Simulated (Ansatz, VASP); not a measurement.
**KTaO3: VASP beside Ansatz**

```xyz
5
Lattice="3.9883 0.0000 0.0000 0.0000 3.9883 0.0000 0.0000 0.0000 3.9883" Properties=species:S:1:pos:R:3 pbc="T T T"
K     1.9942    1.9942    1.9942
Ta    0.0000    0.0000    0.0000
O     1.9942    0.0000    0.0000
O     0.0000    1.9942    0.0000
O     0.0000    0.0000    1.9942
```

Alike in both runs: task relaxation of cell and atoms; functional r2SCAN; k mesh 8 × 8 × 8; occupations fermi-dirac, width 0.02 eV; no spin polarisation.

|  | VASP | Ansatz |
| --- | --- | --- |
| version | VASP 6.6.1 | Ansatz 0.2.0 |
| potentials or method | VASP PAW PBE potentials, release 64 (K_sv, Ta_pv, O), cutoff 600 eV | PAW plane waves |
| valence electrons in the cell | 38 | 40 |

Ansatz gave:

```
gap on the k mesh at the Fermi level, each at its own relaxed structure (eV)  : 2.64
relaxed volume (Å³/atom)                                                      : 12.70
relaxed length of the cell vector where the two differ most in proportion (Å) : 3.990
```

Question: Estimate VASP's values.

Answer: gap on the k mesh at the Fermi level, each at its own relaxed structure (eV): 2.59; relaxed volume (Å³/atom): 12.75; relaxed length of the cell vector where the two differ most in proportion (Å): 3.995.

VASP's potentials were made for PBE, not for r2SCAN. VASP's potentials hold 38 valence electrons a cell and Ansatz's 40, so a difference there can come from the potentials and not from the codes.

Neither program's run includes spin-orbit coupling.
